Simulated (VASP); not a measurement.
# Se (P3_221) in VASP: notebook

Runs on Se. Level: PBE. Tasks: single point.

All numbers are computed with VASP 6.6.1; they aren't measurements. Logs are shortened: lines on timing, memory, paths and dates and some standing lists are left out, and cuts for length are marked.

## (1) The cell of the first run

The structure is trigonal, space group P3_221 (No. 154). Conventional cell: a = 4.355 Å, b = 4.355 Å, c = 4.850 Å, α = 90.00°, β = 90.00°, γ = 120.00°. Within 3.0 Å of Se (site symmetry 2) lie 2 Se at 2.30 Å.

## (2) Single point, PBE (zz strain of -2 %)

INCAR

```
SYSTEM = Se
PREC     = Accurate       ! precision mode
ENCUT    = 520            ! plane-wave cutoff, eV
EDIFF    = 1E-7           ! SCF threshold, eV
ISMEAR   = -1             ! smearing method
SIGMA    = 0.03           ! smearing width, eV
LREAL    = .False.        ! projectors in reciprocal space
LASPH    = .True.         ! aspherical terms in the spheres
NELM     = 100            ! most SCF steps
ALGO     = Normal         ! electronic algorithm
ISIF     = 2              ! what is computed and relaxed
LWAVE    = .False.        ! write WAVECAR
LCHARG   = .True.         ! write CHGCAR
GGA      = PE             ! functional
LELF     = .True.         ! ELF
LVHAR    = .True.       
NBANDS   = 16             ! bands
```

KPOINTS

```
Automatic mesh
0
Gamma
  8 8 6
  0 0 0
```

POSCAR

```
Se
1.0
    4.3551696776      0.0000000000      0.0000000000
   -2.1775848388      3.7716875786      0.0000000000
    0.0000000000      0.0000000000      4.8504610000
Se
3
Direct
    0.2170000000      0.0000000000      0.1666666667
    0.0000000000      0.2170000000      0.8333333333
    0.7830000000      0.7830000000      0.5000000000
```

Potentials or basis: VASP PAW PBE potentials, release 64 (Se).

The run is started by

```
$ cat potpaw_PBE.64/Se/POTCAR > POTCAR
$ mpirun -np 1 vasp_std > vasp.out
```

OUTCAR:

```text
SYSTEM = Se
   PREC = Accurate
   ENCUT = 520
   EDIFF = 1E-7
   ISMEAR = -1
   LREAL = .False.
   LASPH = .True.
   NELM = 100
   ISIF = 2
   GGA = PE

 ion  position               nearest neighbor table
   1  0.217  0.000  0.167-   3 2.30   2 2.30
   2  0.000  0.217  0.833-   3 2.30   1 2.30
   3  0.783  0.783  0.500-   1 2.30   2 2.30

  LATTYP: Found a hexagonal cell.
 ALAT       =     4.3551696776
 C/A-ratio  =     1.1137249198

  Lattice vectors:

 A1 = (   4.3551696776,   0.0000000000,   0.0000000000)
 A2 = (  -2.1775848388,   3.7716875786,   0.0000000000)
 A3 = (   0.0000000000,   0.0000000000,   4.8504610000)

Analysis of symmetry for initial positions (statically):
=====================================================================
 Subroutine PRICEL returns:
 Original cell was already a primitive cell.

 Routine SETGRP: Setting up the symmetry group for a
 hexagonal supercell.

 Subroutine GETGRP returns: Found  6 space group operations
 (whereof  2 operations were pure point group operations)
 out of a pool of 24 trial point group operations.

The static configuration has the point symmetry C_2 .
 The point group associated with its full space group is D_3 .

Analysis of symmetry for dynamics (positions and initial velocities):
=====================================================================
 Subroutine PRICEL returns:
 Original cell was already a primitive cell.

 Routine SETGRP: Setting up the symmetry group for a
 hexagonal supercell.

 Subroutine GETGRP returns: Found  6 space group operations
 (whereof  2 operations were pure point group operations)
 out of a pool of 24 trial point group operations.

The dynamic configuration has the point symmetry C_2 .
 The point group associated with its full space group is D_3 .

 Subroutine INISYM returns: Found  6 space group operations
 (whereof  2 operations are pure point group operations),
 and found     1 'primitive' translations

----------------------------------------------------------------------------------------

                                     Primitive cell

  volume of cell :      79.6753

  direct lattice vectors                    reciprocal lattice vectors
     4.355169678  0.000000000  0.000000000     0.229612179  0.132566653  0.000000000
    -2.177584839  3.771687579  0.000000000     0.000000000  0.265133307  0.000000000
     0.000000000  0.000000000  4.850461000     0.000000000  0.000000000  0.206165971

  length of vectors
     4.355169678  4.355169678  4.850461000     0.265133307  0.265133307  0.206165971

  position of ions in fractional coordinates (direct lattice)
     0.217000000  0.000000000  0.166666667
     0.000000000  0.217000000  0.833333333
     0.783000000  0.783000000  0.500000000

  ion indices of the primitive-cell ions
   primitive index   ion index
                 1           1
                 2           2
                 3           3

----------------------------------------------------------------------------------------

 KPOINTS: Automatic mesh

Automatic generation of k-mesh.
 Grid dimensions read from file:
 generate k-points for:    8    8    6

 Generating k-lattice:

  Cartesian coordinates                     Fractional coordinates (reciprocal lattice)
     0.028701522  0.016570832  0.000000000     0.125000000  0.000000000  0.000000000
     0.000000000  0.033141663  0.000000000     0.000000000  0.125000000  0.000000000
     0.000000000  0.000000000  0.034360995     0.000000000  0.000000000  0.166666667

  Length of vectors
     0.033141663  0.033141663  0.034360995

  Shift w.r.t. Gamma in fractional coordinates (k-lattice)
     0.000000000  0.000000000  0.000000000

 Subroutine IBZKPT returns following result:
 ===========================================

 Found     50 irreducible k-points:

 Following reciprocal coordinates:
            Coordinates               Weight
  0.000000  0.000000  0.000000      1.000000
  0.125000 -0.000000  0.000000      6.000000
  0.250000 -0.000000  0.000000      6.000000
  0.375000 -0.000000  0.000000      6.000000
  0.500000 -0.000000  0.000000      3.000000
  0.125000  0.125000  0.000000      6.000000
[... 16 lines left out ...]
 -0.125000  0.500000  0.166667     12.000000
  0.250000  0.250000  0.166667     12.000000
 [... further k-points ...]
   k-points           NKPTS =     50   k-points in BZ     NKDIM =     50   number of bands    NBANDS=     16
   number of dos      NEDOS =    301   number of ions     NIONS =      3
   total plane-waves  NPLWV =  36864
   dimension x,y,z NGX =    32 NGY =   32 NGZ =   36
   dimension x,y,z NGXF=    64 NGYF=   64 NGZF=   72
   ions per type =               3
   NGX,Y,Z   is equivalent  to a cutoff of  12.22, 12.22, 12.34 a.u.
   NGXF,Y,Z  is equivalent  to a cutoff of  24.43, 24.43, 24.68 a.u.
 SYSTEM =  Se
   PREC   = accura    normal or accurate (medium, high low for compatibility)
   ISTART =      0    job   : 0-new  1-cont  2-samecut
   ICHARG =      2    charge: 1-file 2-atom 10-const
   ISPIN  =      1    spin polarized calculation?
   LNONCOLLINEAR =      F non collinear calculations
   LSORBIT =      F    spin-orbit coupling
   LASPH  =      T    aspherical Exc in radial PAW
   ENCUT  =  520.0 eV  38.22 Ry    6.18 a.u.   8.10  8.10  9.02*2*pi/ulx,y,z
   NELM   =    100;   NELMIN=  2; NELMDL= -5     # of ELM steps
   EDIFF  = 0.1E-06   stopping-criterion for ELM
   LREAL  =      F    real-space projection
   EDIFFG = 0.1E-05   stopping-criterion for IOM
   NSW    =      0    number of steps for IOM
   IBRION =     -1    ionic relax: 0-MD 1-quasi-New 2-CG
   NFREE  =      0    steps in history (QN), initial steepest desc. (CG)
   ISIF   =      2    stress and relaxation
   ISYM   =      2    0-nonsym 1-usesym 2-fastsym
   POTIM  = 0.5000    time-step for ionic-motion
   TEBEG  =    0.0;   TEEND  =   0.0 temperature during run
   PSTRESS=    0.0 pullay stress
   NELECT =      18.0000    total number of electrons
   NUPDOWN=      -1.0000    fix difference up-down
   EMIN   =  10.00;   EMAX   =-10.00  energy-range for DOS
   EFERMI =   0.00;   METHOD = LEGACY
   ISMEAR =    -1;   SIGMA  =   0.03  broadening in eV -4-tet -1-fermi 0-gaus
   EFERMI_NEDOS =   21; number of points for ismear=-14 and -15
   IALGO  =     38    algorithm
   IMIX   =      4    mixing-type and parameters
     AMIX     =   0.40;   BMIX     =  1.00
     AMIX_MAG =   1.60;   BMIX_MAG =  1.00
  volume/ion in A,a.u.               =      26.56       179.23
  Fermi-wavevector in a.u.,A,eV,Ry     =   0.997067  1.884184 13.526135  0.994143
  Thomas-Fermi vector in A             =   2.129198
   LORBIT       =      0    0 simple, 1 ext, 2 COOP (PROOUT), +10 PAW based schemes
   GGA     = PE    functional components
   LHFCALC =     F    Hartree Fock is set to
   AEXX    =    0.0000 exact exchange contribution
   IVDW    =     0    specifies the selected vdW correction
   LEPSILON=     F    determine dielectric tensor
   LRPA    =     F    only Hartree local field effects (RPA)
 non-spin polarized calculation
  energy-cutoff  :      520.00
  volume of cell :       79.68
 maximum number of plane-waves:      2162
   NGX = 17   NGY = 17   NGZ = 19

 number of electron      17.9999995 magnetization

 Free energy of the ion-electron system (eV)
  ---------------------------------------------------
  ext. energy  EPLUGINS =         0.00000000
  ---------------------------------------------------
  free energy    TOTEN  =       -10.27738447 eV

  energy without entropy =      -10.27738447  energy(sigma->0) =      -10.27738447

 E-fermi :   3.6674     XC(G=0):  -8.9105

 val. band max:        3.0142614623   @ k =   0.5000  -0.0000   0.5000
 cond. band min:       4.2688384922   @ k =   0.3750   0.2500   0.5000
 fundamental gap:      1.2545770299
 Fermi energy:         3.6674035883

 k-point     1 :       0.0000    0.0000    0.0000
  band No.  band energies     occupation
      1     -13.4079      2.00000
      2      -8.9030      2.00000
      3      -8.9030      2.00000
      4      -1.1251      2.00000
      5      -1.1251      2.00000
      6      -0.9964      2.00000
[... 8 lines left out ...]
     15       9.3372      0.00000
     16      11.3173      0.00000

 k-point     2 :       0.1250   -0.0000    0.0000
  band No.  band energies     occupation
      1     -13.3525      2.00000
      2      -8.9564      2.00000
      3      -8.8954      2.00000
      4      -1.6483      2.00000
      5      -1.3197      2.00000
      6      -0.7745      2.00000
[... 8 lines left out ...]
     15       9.9465      0.00000
     16      11.2631      0.00000

 k-point     3 :       0.2500   -0.0000    0.0000
  band No.  band energies     occupation
      1     -13.2095      2.00000
      2      -9.1052      2.00000
      3      -8.8769      2.00000
      4      -2.1819      2.00000
      5      -1.6418      2.00000
      6      -0.7566      2.00000
[... 8 lines left out ...]
     15      10.8628      0.00000
     16      11.7146      0.00000

 k-point     4 :       0.3750   -0.0000    0.0000
  band No.  band energies     occupation
      1     -13.0502      2.00000
      2      -9.2847      2.00000
      3      -8.8580      2.00000
      4      -2.4629      2.00000
      5      -1.8863      2.00000
      6      -0.7249      2.00000
[... 8 lines left out ...]
     15      11.7085      0.00000
     16      12.7006      0.00000

 k-point     5 :       0.5000   -0.0000    0.0000
  band No.  band energies     occupation
      1     -12.9783      2.00000
      2      -9.3691      2.00000
      3      -8.8501      2.00000
      4      -2.5345      2.00000
      5      -1.9789      2.00000
      6      -0.6193      2.00000
[... 8 lines left out ...]
     15      12.4216      0.00000
     16      12.5039      0.00000

 k-point     6 :       0.1250    0.1250    0.0000
  band No.  band energies     occupation
      1     -13.2530      2.00000
      2      -9.0469      2.00000
      3      -8.8945      2.00000
      4      -2.0201      2.00000
      5      -1.6571      2.00000
      6      -0.6544      2.00000
[... 8 lines left out ...]
     15      10.6132      0.00000
     16      11.2912      0.00000
[... 267 lines left out ...]
 k-point    21 :      -0.1250    0.3750    0.1667
  band No.  band energies     occupation
      1     -12.9635      2.00000
      2     -10.0711      2.00000
      3      -8.1201      2.00000
      4      -2.3667      2.00000
      5      -2.0304      2.00000
      6      -0.5147      2.00000
[... 8 lines left out ...]
     15      11.0134      0.00000
     16      12.0530      0.00000

 k-point    22 :       0.3750    0.1250    0.1667
  band No.  band energies     occupation
      1     -12.8456      2.00000
      2     -10.0824      2.00000
      3      -8.2386      2.00000
      4      -2.5373      2.00000
      5      -2.3183      2.00000
      6      -0.6917      2.00000
[... 8 lines left out ...]
     15      12.0199      0.00000
     16      12.6281      0.00000

 k-point    23 :      -0.1250    0.5000    0.1667
  band No.  band energies     occupation
      1     -12.8464      2.00000
      2     -10.0716      2.00000
      3      -8.2602      2.00000
      4      -2.4991      2.00000
      5      -2.2790      2.00000
      6      -0.5856      2.00000
[... 8 lines left out ...]
     15      11.5928      0.00000
     16      12.4329      0.00000

 k-point    24 :       0.2500    0.2500    0.1667
  band No.  band energies     occupation
      1     -12.8474      2.00000
      2     -10.0690      2.00000
      3      -8.2569      2.00000
      4      -2.5696      2.00000
      5      -2.2590      2.00000
      6      -0.5151      2.00000
[... 8 lines left out ...]
     15      11.6417      0.00000
     16      12.4902      0.00000

 [... further k-points ...]
[... 5 lines left out ...]
  --------------------------------------------------------------------------------------
  -------------------------------------------------------------------------------------
  Total        3.1104320      3.1104320      5.3942679     -0.0000000      0.0000000     -0.0000000
  in kB       62.5471451     62.5471451    108.4724094     -0.0000000      0.0000000     -0.0000000
  external PRESSURE =      77.8555666 kB  Pullay stress =       0.0000000 kB

 VOLUME and BASIS-vectors are now :
 -----------------------------------------------------------------------------
  energy-cutoff  :      520.00
  volume of cell :       79.68
      direct lattice vectors                 reciprocal lattice vectors
     4.355169678  0.000000000  0.000000000     0.229612179  0.132566653  0.000000000
    -2.177584839  3.771687579  0.000000000     0.000000000  0.265133307  0.000000000
     0.000000000  0.000000000  4.850461000     0.000000000  0.000000000  0.206165971

 POSITION                                       TOTAL-FORCE (eV/Angst)
 -----------------------------------------------------------------------------------
      0.94507      0.00000      0.80841         1.523309     -0.000000     -0.000000
     -0.47254      0.81846      4.04205        -0.761654      1.319224      0.000000
      1.70505      2.95323      2.42523        -0.761654     -1.319224     -0.000000
 -----------------------------------------------------------------------------------
    total drift:                               -0.000000     -0.000000      0.000000

  FREE ENERGIE OF THE ION-ELECTRON SYSTEM (eV)
  ---------------------------------------------------
  free  energy   TOTEN  =       -10.2773844675 eV

  energy  without entropy=      -10.2773844674  energy(sigma->0) =      -10.27738447
```

Run time: 19 s. Hardware: 1 thread of Intel Xeon 6975P-C (Granite Rapids), shared host; peak memory 0.2 GiB.

Results:

| Property | Result |
| --- | --- |
| Free energy | -10.2774 eV |
| Pressure | 7.8 GPa |
| Largest force | 1.523 eV/Å |
| Band gap on the k mesh | 1.25 eV, indirect (least direct gap 1.37 eV) |

Forces in eV/Å, atoms in the order of the input:
```
Se   1.523  0.000  0.000
Se  -0.762  1.319  0.000
Se  -0.762 -1.319  0.000
```

Stress tensor (GPa, compression positive):
```
 6.25  0.00  0.00
 0.00  6.25  0.00
 0.00  0.00 10.85
```

Levels at points of the mesh, in eV from the valence-band top:
```csv
k point,band 7,band 8,band 9,band 10,band 11,band 12
"(0.00, 0.00, 0.00)",-2.37,-2.37,-0.49,2.12,2.12,2.36
"(0.50, 0.00, 0.00)",-3.03,-2.07,-1.13,2.10,2.62,4.40
"(0.00, 0.00, 0.50)",-1.73,-1.73,-1.25,1.32,1.34,1.34
"(0.50, 0.00, 0.50)",-1.99,-1.47,0.00,1.69,2.76,3.24
```

Caveat: the cell differs from its parent crystal (zz strain of -2 %); forces of over 1 eV/Å act on the atoms, so gaps and moduli don't describe the material at rest. A k mesh can miss the band edges.

[end of part 1 of 2]
